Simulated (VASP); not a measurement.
A run of VASP 6.6.1 is set up as follows.

File INCAR:

```
SYSTEM = Te
PREC = Accurate
ENCUT = 520
EDIFF = 1E-6
ISMEAR = 0
SIGMA = 0.01
LREAL = .FALSE.
LASPH = .TRUE.
NELM = 100
ALGO = Normal
ISIF = 2
LWAVE = .FALSE.
LCHARG = .TRUE.
GGA = PE
LELF = .TRUE.
LVHAR = .TRUE.
NBANDS = 16
```

KPOINTS

```
regular mesh
0
G
  12 12 6
  0 0 0
```

File POSCAR:

```
Te
1.0
    4.5877085714      0.0000000000      0.0000000000
   -2.2938542857      3.9730721680      0.0000000000
    0.0000000000      0.0000000000      5.9515257704
Te
3
Direct
    0.2623795037      0.0000000000      0.3333333333
    0.0000000000      0.2623795037      0.6666666667
    0.7376204963      0.7376204963      0.0000000000
```

Potentials or basis: VASP PAW PBE potentials, release 64 (Te).

Launch:

```sh
$ cat potpaw_PBE.64/Te/POTCAR > POTCAR
$ mpirun -np 1 vasp_std > vasp.out
```

(1) Predict the band gap on the k mesh.

(2) Estimate the pressure.

Results:

(1) 0.29 eV.

(2) -0.4 GPa.

Caveat: spin-orbit coupling is left out, which moves the levels of the heavy elements.
